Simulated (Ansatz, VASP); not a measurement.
**ZrB2: VASP beside Ansatz**

```
Zr B
1.0
     3.15484    0.00000    0.00000
    -1.57742    2.73217    0.00000
     0.00000    0.00000    3.62360
Zr B
1 2
Direct
  0.00000 0.00000 0.00000
  0.33333 0.66667 0.50000
  0.66667 0.33333 0.50000
```

Alike in both runs: task single point; functional PBEsol; k mesh 15 × 15 × 12; occupations gaussian, width 0.15 eV; no spin polarisation.

|  | VASP | Ansatz |
| --- | --- | --- |
| version | VASP 6.6.1 | Ansatz 0.2.0 |
| potentials or method | VASP PAW PBE potentials, release 64 (Zr_sv, B), cutoff 520 eV | scalar-relativistic, plane waves, PAW |
| valence electrons in the cell | 18 | 18 |

|  | VASP | Ansatz | Ansatz less VASP |
| --- | --- | --- | --- |
| gap on the k mesh at the Fermi level (eV) | none | none | - |
| pressure (GPa) | -6.8 | -7.2 | -0.32 |
| traceless stress, the component that is largest in VASP (GPa) | -6.73 | -6.72 | +0.016 |

VASP's potentials were made for PBE, not for PBEsol. A gap of «none» marks a metal or a gap that the smearing closes.
